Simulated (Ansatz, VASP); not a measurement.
# Cd in VASP and in Ansatz

```
Cd
1.0
     2.89205    0.00000    0.00000
    -1.44602    2.50459    0.00000
     0.00000    0.00000    5.21908
Cd
2
Direct
  0.33333 0.66667 0.25000
  0.66667 0.33333 0.75000
```

Change from the starting cell: volume scaled by 0.95, LAPW.

Alike in both runs: task single point; functional LDA; k mesh 16 × 16 × 9; occupations fermi-dirac, width 0.1 eV; no spin polarisation.

|  | VASP | Ansatz |
| --- | --- | --- |
| version | VASP 6.6.1 | Ansatz 0.2.0 |
| potentials or method | VASP PAW LDA potentials, release 64 (Cd), cutoff 520 eV | all-electron LAPW, scalar-relativistic |

|  | VASP | Ansatz | Ansatz less VASP |
| --- | --- | --- | --- |
| pressure (GPa) | 5.0 | 4.1 | -0.87 |
| traceless stress, the component that is largest in VASP (GPa) | -0.25 | 0.01 | +0.261 |

LDA's correlation is that of Perdew and Zunger in VASP and of Perdew and Wang (1992) in Ansatz. Ansatz ran all-electron here, and VASP with PAW potentials.
